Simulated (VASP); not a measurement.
# Rh (P6_3/mmc) in VASP: notebook

Runs on Rh. Level: PBEsol. Tasks: single point, relaxation of shape and atoms at fixed volume.

Program: VASP 6.6.1. These are calculated values, not measurements. Logs are shortened: lines on timing, memory, paths and dates and some standing lists are left out, and cuts for length are marked.

## 1. The cell of the first run

The structure is hexagonal, space group P6_3/mmc (No. 194). The conventional cell has a = 2.661 Å, b = 2.661 Å, c = 4.288 Å, α = 90.00°, β = 90.00°, γ = 120.00°. Within 3.5 Å of Rh (site symmetry -6m2) lie 12 Rh at 2.64 to 2.66 Å.

This isn't the form of Rh at room conditions, which is fcc.

## 2. Single point, PBEsol (13.14 Å³/atom)

INCAR

```
SYSTEM = Rh
  PREC = Accurate
  ENCUT = 520
  EDIFF = 1E-6
  ISMEAR = 0
  SIGMA = 0.1
  LREAL = .False.
  LASPH = .True.
  NELM = 100
  ALGO = Fast
  ISIF = 2
  LWAVE = .False.
  LCHARG = .False.
  GGA = PS
  NBANDS = 22
```

KPOINTS

```
regular mesh
0
Gamma
  18 18 10
  0 0 0
```

POSCAR

```
Rh
1.0
    2.6607909334      0.0000000000      0.0000000000
   -1.3303954667      2.3043125425      0.0000000000
    0.0000000000      0.0000000000      4.2878165721
Rh
2
Direct
    0.6666666667      0.3333333333      0.7500000000
    0.3333333333      0.6666666667      0.2500000000
```

Potentials or basis: VASP PAW PBE potentials, release 64 (Rh_pv).

On the command line:

```sh
> cat potpaw_PBE.64/Rh_pv/POTCAR > POTCAR
> mpirun -np 1 vasp_std > vasp.out
```

OUTCAR:

```text
SYSTEM = Rh
   PREC = Accurate
   ENCUT = 520
   EDIFF = 1E-6
   ISMEAR = 0
   LREAL = .False.
   LASPH = .True.
   NELM = 100
   ISIF = 2
   GGA = PS

 ion  position               nearest neighbor table
   1  0.667  0.333  0.750-   2 2.64   2 2.64   2 2.64   2 2.64   2 2.64   2 2.64
   2  0.333  0.667  0.250-   1 2.64   1 2.64   1 2.64   1 2.64   1 2.64   1 2.64

  LATTYP: Found a hexagonal cell.
 ALAT       =     2.6607909334
 C/A-ratio  =     1.6114819538

  Lattice vectors:

 A1 = (   2.6607909334,   0.0000000000,   0.0000000000)
 A2 = (  -1.3303954667,   2.3043125425,   0.0000000000)
 A3 = (   0.0000000000,   0.0000000000,   4.2878165721)

Analysis of symmetry for initial positions (statically):
=====================================================================
 Subroutine PRICEL returns:
 Original cell was already a primitive cell.

 Routine SETGRP: Setting up the symmetry group for a
 hexagonal supercell.

 Subroutine GETGRP returns: Found 24 space group operations
 (whereof 12 operations were pure point group operations)
 out of a pool of 24 trial point group operations.

The static configuration has the point symmetry D_3d.
 The point group associated with its full space group is D_6h.

Analysis of symmetry for dynamics (positions and initial velocities):
=====================================================================
 Subroutine PRICEL returns:
 Original cell was already a primitive cell.

 Routine SETGRP: Setting up the symmetry group for a
 hexagonal supercell.

 Subroutine GETGRP returns: Found 24 space group operations
 (whereof 12 operations were pure point group operations)
 out of a pool of 24 trial point group operations.

The dynamic configuration has the point symmetry D_3d.
 The point group associated with its full space group is D_6h.

 Subroutine INISYM returns: Found 24 space group operations
 (whereof 12 operations are pure point group operations),
 and found     1 'primitive' translations

----------------------------------------------------------------------------------------

                                     Primitive cell

  volume of cell :      26.2899

  direct lattice vectors                    reciprocal lattice vectors
     2.660790933  0.000000000  0.000000000     0.375828100  0.216984454  0.000000000
    -1.330395467  2.304312542  0.000000000     0.000000000  0.433968909  0.000000000
     0.000000000  0.000000000  4.287816572     0.000000000  0.000000000  0.233218932

  length of vectors
     2.660790933  2.660790933  4.287816572     0.433968909  0.433968909  0.233218932

  position of ions in fractional coordinates (direct lattice)
     0.666666667  0.333333333  0.750000000
     0.333333333  0.666666667  0.250000000

  ion indices of the primitive-cell ions
   primitive index   ion index
                 1           1
                 2           2

----------------------------------------------------------------------------------------

 KPOINTS: regular mesh

Automatic generation of k-mesh.
 Grid dimensions read from file:
 generate k-points for:   18   18   10

 Generating k-lattice:

  Cartesian coordinates                     Fractional coordinates (reciprocal lattice)
     0.020879339  0.012054692  0.000000000     0.055555556 -0.000000000  0.000000000
     0.000000000  0.024109384  0.000000000     0.000000000  0.055555556  0.000000000
     0.000000000  0.000000000  0.023321893     0.000000000  0.000000000  0.100000000

  Length of vectors
     0.024109384  0.024109384  0.023321893

  Shift w.r.t. Gamma in fractional coordinates (k-lattice)
     0.000000000  0.000000000  0.000000000

 Subroutine IBZKPT returns following result:
 ===========================================

 Found    222 irreducible k-points:

 Following reciprocal coordinates:
            Coordinates               Weight
  0.000000  0.000000  0.000000      1.000000
  0.055556  0.000000  0.000000      6.000000
  0.111111  0.000000  0.000000      6.000000
  0.166667  0.000000  0.000000      6.000000
  0.222222  0.000000  0.000000      6.000000
  0.277778  0.000000  0.000000      6.000000
[... 16 lines left out ...]
  0.333333  0.111111  0.000000     12.000000
  0.388889  0.111111  0.000000     12.000000
 [... further k-points ...]
   k-points           NKPTS =    222   k-points in BZ     NKDIM =    222   number of bands    NBANDS=     22
   number of dos      NEDOS =    301   number of ions     NIONS =      2
   total plane-waves  NPLWV =  12800
   dimension x,y,z NGX =    20 NGY =   20 NGZ =   32
   dimension x,y,z NGXF=    40 NGYF=   40 NGZF=   64
   ions per type =               2
   NGX,Y,Z   is equivalent  to a cutoff of  12.50, 12.50, 12.41 a.u.
   NGXF,Y,Z  is equivalent  to a cutoff of  24.99, 24.99, 24.81 a.u.
 SYSTEM =  Rh
   PREC   = accura    normal or accurate (medium, high low for compatibility)
   ISTART =      0    job   : 0-new  1-cont  2-samecut
   ICHARG =      2    charge: 1-file 2-atom 10-const
   ISPIN  =      1    spin polarized calculation?
   LNONCOLLINEAR =      F non collinear calculations
   LSORBIT =      F    spin-orbit coupling
   LASPH  =      T    aspherical Exc in radial PAW
   ENCUT  =  520.0 eV  38.22 Ry    6.18 a.u.   4.95  4.95  7.97*2*pi/ulx,y,z
   NELM   =    100;   NELMIN=  2; NELMDL= -5     # of ELM steps
   EDIFF  = 0.1E-05   stopping-criterion for ELM
   LREAL  =      F    real-space projection
   EDIFFG = 0.1E-04   stopping-criterion for IOM
   NSW    =      0    number of steps for IOM
   IBRION =     -1    ionic relax: 0-MD 1-quasi-New 2-CG
   NFREE  =      0    steps in history (QN), initial steepest desc. (CG)
   ISIF   =      2    stress and relaxation
   ISYM   =      2    0-nonsym 1-usesym 2-fastsym
   POTIM  = 0.5000    time-step for ionic-motion
   TEBEG  =    0.0;   TEEND  =   0.0 temperature during run
   PSTRESS=    0.0 pullay stress
   NELECT =      30.0000    total number of electrons
   NUPDOWN=      -1.0000    fix difference up-down
   EMIN   =  10.00;   EMAX   =-10.00  energy-range for DOS
   EFERMI =   0.00;   METHOD = LEGACY
   ISMEAR =     0;   SIGMA  =   0.10  broadening in eV -4-tet -1-fermi 0-gaus
   EFERMI_NEDOS =   21; number of points for ismear=-14 and -15
   IALGO  =     68    algorithm
   IMIX   =      4    mixing-type and parameters
     AMIX     =   0.40;   BMIX     =  1.00
     AMIX_MAG =   1.60;   BMIX_MAG =  1.00
  volume/ion in A,a.u.               =      13.14        88.71
  Fermi-wavevector in a.u.,A,eV,Ry     =   1.710747  3.232843 39.819566  2.926656
  Thomas-Fermi vector in A             =   2.788989
   LORBIT       =      0    0 simple, 1 ext, 2 COOP (PROOUT), +10 PAW based schemes
   GGA     = PS    functional components
   LHFCALC =     F    Hartree Fock is set to
   AEXX    =    0.0000 exact exchange contribution
   IVDW    =     0    specifies the selected vdW correction
   LEPSILON=     F    determine dielectric tensor
   LRPA    =     F    only Hartree local field effects (RPA)
 non-spin polarized calculation
 RMM-DIIS sequential band-by-band and
 Gauss-broadening in eV      SIGMA  =   0.10
  energy-cutoff  :      520.00
  volume of cell :       26.29
 maximum number of plane-waves:       732
 NGX is ok and might be reduce to    20
   NGX =  9   NGY =  9   NGZ = 15

 number of electron      29.9999993 magnetization

 Free energy of the ion-electron system (eV)
  ---------------------------------------------------
  ext. energy  EPLUGINS =         0.00000000
  ---------------------------------------------------
  free energy    TOTEN  =       -16.18041352 eV

  energy without entropy =      -16.16557383  energy(sigma->0) =      -16.17299368

 E-fermi :  12.7161     XC(G=0): -14.5078

 val. band max:       12.7119640154   @ k =   0.3889   0.1667   0.0000
 cond. band min:      12.7240036704   @ k =   0.0000   0.0000   0.3000
 fundamental gap:      0.0120396549
 Fermi energy:        12.7161223271

 k-point     1 :       0.0000    0.0000    0.0000
  band No.  band energies     occupation
      1     -34.6932      2.00000
      2     -33.9144      2.00000
      3     -33.9144      2.00000
      4     -33.8057      2.00000
      5     -33.7874      2.00000
      6     -33.7874      2.00000
[... 14 lines left out ...]
     21      30.8428      0.00000
     22      31.5098      0.00000

 k-point     2 :       0.0556    0.0000    0.0000
  band No.  band energies     occupation
      1     -34.6847      2.00000
      2     -33.9335      2.00000
      3     -33.9207      2.00000
      4     -33.8093      2.00000
      5     -33.8073      2.00000
      6     -33.7903      2.00000
[... 14 lines left out ...]
     21      30.9763      0.00000
     22      31.6418      0.00000

 k-point     3 :       0.1111    0.0000    0.0000
  band No.  band energies     occupation
      1     -34.6598      2.00000
      2     -33.9886      2.00000
      3     -33.9385      2.00000
      4     -33.8641      2.00000
      5     -33.8200      2.00000
      6     -33.7989      2.00000
[... 14 lines left out ...]
     21      31.3285      0.00000
     22      31.8096      0.00000

 k-point     4 :       0.1667    0.0000    0.0000
  band No.  band energies     occupation
      1     -34.6201      2.00000
      2     -34.0729      2.00000
      3     -33.9651      2.00000
      4     -33.9499      2.00000
      5     -33.8379      2.00000
      6     -33.8126      2.00000
[... 14 lines left out ...]
     21      31.5652      0.00000
     22      31.6534      0.00000

 k-point     5 :       0.2222    0.0000    0.0000
  band No.  band energies     occupation
      1     -34.5681      2.00000
      2     -34.1765      2.00000
      3     -34.0530      2.00000
      4     -33.9970      2.00000
      5     -33.8632      2.00000
      6     -33.8301      2.00000
[... 417 lines left out ...]
 k-point    22 :       0.2778    0.1111    0.0000
  band No.  band energies     occupation
      1     -34.4239      2.00000
      2     -34.3795      2.00000
      3     -34.2789      2.00000
      4     -34.0778      2.00000
      5     -33.9448      2.00000
      6     -33.9106      2.00000
[... 14 lines left out ...]
     21      26.4214      0.00000
     22      28.8556      0.00000

 k-point    23 :       0.3333    0.1111    0.0000
  band No.  band energies     occupation
      1     -34.4579      2.00000
      2     -34.3621      2.00000
      3     -34.3359      2.00000
      4     -34.1150      2.00000
      5     -33.9858      2.00000
      6     -33.9295      2.00000
[... 14 lines left out ...]
     21      25.4590      0.00000
     22      28.1880      0.00000

 k-point    24 :       0.3889    0.1111    0.0000
  band No.  band energies     occupation
      1     -34.5088      2.00000
      2     -34.3730      2.00000
      3     -34.3123      2.00000
      4     -34.1390      2.00000
      5     -34.0221      2.00000
      6     -33.9419      2.00000
[... 14 lines left out ...]
     21      24.7812      0.00000
     22      27.6574      0.00000

 [... further k-points ...]

------------------------ aborting loop because EDIFF is reached ----------------------------------------

  FORCE on cell =-STRESS in cart. coord.  units (eV):
  Direction    XX          YY          ZZ          XY          YZ          ZX
  --------------------------------------------------------------------------------------
  -------------------------------------------------------------------------------------
  Total        1.5809231      1.5809231      1.5791828      0.0000000      0.0000000      0.0000000
  in kB       96.3458435     96.3458435     96.2397844      0.0000000      0.0000000      0.0000000
  external PRESSURE =      96.3104905 kB  Pullay stress =       0.0000000 kB

 VOLUME and BASIS-vectors are now :
 -----------------------------------------------------------------------------
  energy-cutoff  :      520.00
  volume of cell :       26.29
      direct lattice vectors                 reciprocal lattice vectors
     2.660790933  0.000000000  0.000000000     0.375828100  0.216984454  0.000000000
    -1.330395467  2.304312542  0.000000000     0.000000000  0.433968909  0.000000000
     0.000000000  0.000000000  4.287816572     0.000000000  0.000000000  0.233218932

 POSITION                                       TOTAL-FORCE (eV/Angst)
 -----------------------------------------------------------------------------------
      1.33040      0.76810      3.21586         0.000000      0.000000      0.000000
     -0.00000      1.53621      1.07195         0.000000     -0.000000      0.000000
 -----------------------------------------------------------------------------------
    total drift:                               -0.000000      0.000000     -0.000000

  FREE ENERGIE OF THE ION-ELECTRON SYSTEM (eV)
  ---------------------------------------------------
  free  energy   TOTEN  =       -16.1804135195 eV

  energy  without entropy=      -16.1655738326  energy(sigma->0) =      -16.17299368
```

It took 78 s on 1 thread of Intel Xeon Platinum 8259CL at 2.50GHz (Skylake/Cascade Lake), shared host; peak memory 0.21 GiB.

Results:

```
Free energy            : -16.1804 eV
Pressure               : 9.6 GPa
Band gap on the k mesh : zero (bands 15 and 16 overlap by 2.64 eV)
```

Levels at points of the mesh, in eV from the Fermi level:
```
           k point  band 13  band 14  band 15  band 16  band 17  band 18
(0.00, 0.00, 0.00)    -2.71    -2.10    -2.10     0.13     0.13     0.62
(0.50, 0.00, 0.00)    -2.38     0.44     0.69     0.78     3.13     5.32
(0.00, 0.00, 0.50)    -3.41    -3.41    -0.48    -0.48    -0.48    -0.48
(0.50, 0.00, 0.50)    -0.39    -0.39     0.65     0.65     2.68     2.68
```

Caveat: the cell stands under pressure; the PAW data sets were made with another functional, which shifts forces and pressure a little.

## 3. Relaxation of shape and atoms at fixed volume, PBEsol (11.93 Å³/atom)

This run uses another cell than the first one, of 11.93 Å³/atom.

INCAR

```
SYSTEM = Rh
PREC = Accurate ; ENCUT = 600
EDIFF = 1E-6 ; ISMEAR = 0
SIGMA = 0.1 ; LREAL = .False.
LASPH = .True. ; NELM = 80
ALGO = Fast ; ISIF = 4
LWAVE = .False. ; LCHARG = .False.
GGA = PS ; IBRION = 2
NSW = 50 ; EDIFFG = -0.01
```

KPOINTS is that of step 2.

POSCAR

```
Rh
1.0
    2.5744983916      0.0000000000      0.0000000000
   -1.2872491958      2.2295810091      0.0000000000
    0.0000000000      0.0000000000      4.1551182776
Rh
2
Direct
    0.6666666667      0.3333333333      0.7500000000
    0.3333333333      0.6666666667      0.2500000000
```

Potentials or basis: VASP PAW PBE potentials, release 64 (Rh_pv).

On the command line:

```sh
> cat potpaw_PBE.64/Rh_pv/POTCAR > POTCAR
> mpirun -np 1 vasp_std > vasp.out
```

It took 2.3 min on 1 thread of Intel Xeon Platinum 8259CL at 2.50GHz (Skylake/Cascade Lake), shared host; peak memory 0.22 GiB.

The run converged. Its results:

```
Free energy               : -15.7411 eV
Energy gained by relaxing : 0.0 meV/atom
Ionic steps               : 3
Pressure after relaxing   : 51.6 GPa
Band gap on the k mesh    : zero (bands 15 and 16 overlap by 3.08 eV)
```

Final structure:
```
Rh
1.0
     2.57387    0.00000    0.00000
    -1.28694    2.22904    0.00000
     0.00000    0.00000    4.15713
Rh
2
Cartesian
  1.2869 0.7430 3.1179
  0.0000 1.4860 1.0393
```

Levels at points of the mesh, in eV from the Fermi level:
```
           k point  band 12  band 13  band 14  band 15  band 16  band 17  band 18  band 19
(0.00, 0.00, 0.00)    -3.17    -3.17    -2.43    -2.43     0.14     0.14     0.51    10.12
(0.50, 0.00, 0.00)    -2.80    -2.71     0.55     0.82     0.94     3.51     5.92    11.41
(0.00, 0.00, 0.50)    -3.97    -3.97    -3.97    -0.55    -0.55    -0.55    -0.55    15.06
(0.50, 0.00, 0.50)    -2.15    -0.47    -0.47     0.78     0.78     2.90     2.90    10.79
```

Caveat: the PAW data sets were made with another functional, which shifts forces and pressure a little.

## 4. Relaxation of shape and atoms at fixed volume, PBEsol (12.33 Å³/atom)

This run uses another cell than the first one, of 12.33 Å³/atom.

INCAR

```
SYSTEM = Rh
  PREC = Accurate
  ENCUT = 600
  EDIFF = 1E-7
  ISMEAR = 0
  SIGMA = 0.1
  LREAL = .FALSE.
  LASPH = .TRUE.
  NELM = 100
  ALGO = Fast
  ISIF = 4
  LWAVE = .FALSE.
  LCHARG = .FALSE.
  GGA = PS
  IBRION = 2
  NSW = 50
  EDIFFG = -0.01
```

KPOINTS

```
Automatic mesh
0
G
  18 18 10
  0 0 0
```

POSCAR

```
Rh
1.0
    2.6040750772      0.0000000000      0.0000000000
   -1.3020375386      2.2551951702      0.0000000000
    0.0000000000      0.0000000000      4.1997202121
Rh
2
Direct
    0.6666666667      0.3333333333      0.7500000000
    0.3333333333      0.6666666667      0.2500000000
```

On the command line:

```sh
> cat potpaw_PBE.64/Rh_pv/POTCAR > POTCAR
> mpirun -np 1 vasp_std > vasp.out
```

Run time: 2.9 min. Hardware: 1 thread of Intel Xeon Platinum 8259CL at 2.50GHz (Skylake/Cascade Lake), shared host; peak memory 0.23 GiB.

It converged, with:

| Item | Value |
| --- | --- |
| Free energy | -15.9608 eV |
| Energy gained by relaxing | 0.0 meV/atom |
| Ionic steps | 3 |
| Pressure after relaxing | 34.9 GPa |
| Band gap on the k mesh | zero (bands 15 and 16 overlap by 2.92 eV) |

Final structure:
```
Rh
1.0
     2.60343    0.00000    0.00000
    -1.30171    2.25463    0.00000
     0.00000    0.00000    4.20181
Rh
2
Direct
  0.66667 0.33333 0.75000
  0.33333 0.66667 0.25000
```

Levels at points of the mesh, in eV from the Fermi level:
```
           k point  band 12  band 13  band 14  band 15  band 16  band 17  band 18  band 19
(0.00, 0.00, 0.00)    -3.00    -3.00    -2.31    -2.31     0.14     0.14     0.54     9.75
(0.50, 0.00, 0.00)    -2.66    -2.60     0.51     0.77     0.88     3.37     5.70    11.12
(0.00, 0.00, 0.50)    -3.77    -3.77    -3.77    -0.52    -0.52    -0.52    -0.52    15.04
(0.50, 0.00, 0.50)    -2.04    -0.44    -0.44     0.73     0.73     2.82     2.82    10.41
```

Caveat: the PAW data sets were made with another functional, which shifts forces and pressure a little.

## 5. Summary

```tsv
task	cell	cutoff (eV)	gap on the mesh (eV)	pressure (GPa)
single point	a = 2.661, b = 2.661, c = 4.288 Å, angles 90.0, 90.0, 120.0°, 2 atoms	520	none	9.6
relaxation of shape and atoms at fixed volume	relaxed from a = 2.574, b = 2.574, c = 4.155 Å, angles 90.0, 90.0, 120.0°, 2 atoms	600	none	51.6
relaxation of shape and atoms at fixed volume	relaxed from a = 2.604, b = 2.604, c = 4.200 Å, angles 90.0, 90.0, 120.0°, 2 atoms	600	none	34.9
```

Alike in all rows: level PBEsol; potentials or basis VASP PAW PBE potentials, release 64 (Rh_pv); no spin polarisation; k mesh 18 × 18 × 10; smearing gaussian 0.1 eV.

Caveats: the PAW data sets were made with another functional, which shifts forces and pressure a little; the cell stands under pressure (at least some runs).

Absolute energies hang on the potentials; compare differences alone.
